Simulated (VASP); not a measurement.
Input of a VASP 6.6.1 run:

Contents of INCAR:

```
ALGO = Normal
EDIFF = 1E-6
EDIFFG = -0.005
ENCUT = 600
IBRION = 2
ISIF = 3
ISMEAR = -1
LASPH = True
LCHARG = False
LREAL = False
LWAVE = False
NELM = 100
NSW = 60
PREC = Accurate
PSTRESS = 1600.0
SIGMA = 0.05
```

Contents of KPOINTS:

```
k-points
0
Gamma
  26 26 26
```

The input POSCAR:

```
Be
1.0
   -1.0405343071      1.0405343071      1.0405343071
    1.0405343071     -1.0405343071      1.0405343071
    1.0405343071      1.0405343071     -1.0405343071
Be
1
Direct
    0.0000000000      0.0000000000      0.0000000000
```

Potentials or basis: VASP PAW LDA potentials, release 64 (Be).

The run is started by

```console
$ cat potpaw_LDA.64/Be/POTCAR > POTCAR
$ mpirun -np 1 vasp_std > vasp.out
```

(1) Predict the band gap on the k mesh.

(2) What does it give for the relaxed cell?

(3) What does it give for the space group after relaxing (to 0.05 Å)?

(4) What does it give for the relaxed volume?

Results:

(1) zero (band 1 reaches 19.53 eV, above the bottom of band 2 at 11.30 eV).

(2) a = 1.798 Å, b = 1.798 Å, c = 1.798 Å, α = 109.47°, β = 109.47°, γ = 109.47°.

(3) Im-3m (No. 229).

(4) 4.47 Å³/atom.

Caveat: the cell is relaxed towards a set pressure, so the enthalpy falls and the energy may rise.
